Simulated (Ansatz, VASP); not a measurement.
# Two plane-wave programs on ZnW3

```xyz
4
Lattice="3.9302 0.0000 0.0000 0.0000 3.9302 0.0000 0.0000 0.0000 3.9302" Properties=species:S:1:pos:R:3 pbc="T T T"
Zn    0.0000    0.0000    0.0000
W     0.0000    1.9651    1.9651
W     1.9651    0.0000    1.9651
W     1.9651    1.9651    0.0000
```

Alike in both runs: task relaxation of cell and atoms; functional PBE; k mesh 4 × 4 × 4; occupations gaussian, width 0.1 eV; no spin polarisation.

|  | VASP | Ansatz |
| --- | --- | --- |
| version | VASP 6.6.1 | Ansatz 0.2.0 |
| potentials or method | VASP PAW PBE potentials, release 64 (Zn, W_sv), cutoff 600 eV | scalar-relativistic, plane waves, PAW |
| valence electrons in the cell | 54 | 54 |

|  | VASP | Ansatz | Ansatz less VASP |
| --- | --- | --- | --- |
| gap on the k mesh at the Fermi level, each at its own relaxed structure (eV) | none | none | - |
| relaxed volume (Å³/atom) | 15.57 | 15.55 | -0.024 |
| relaxed cell length with the largest relative difference (Å) | 3.964 | 3.962 | -0.0020 |

A gap of «none» marks a metal or a gap that the smearing closes.

The k mesh is coarse, so the values compare programs but aren't converged. Neither program's run includes spin-orbit coupling.
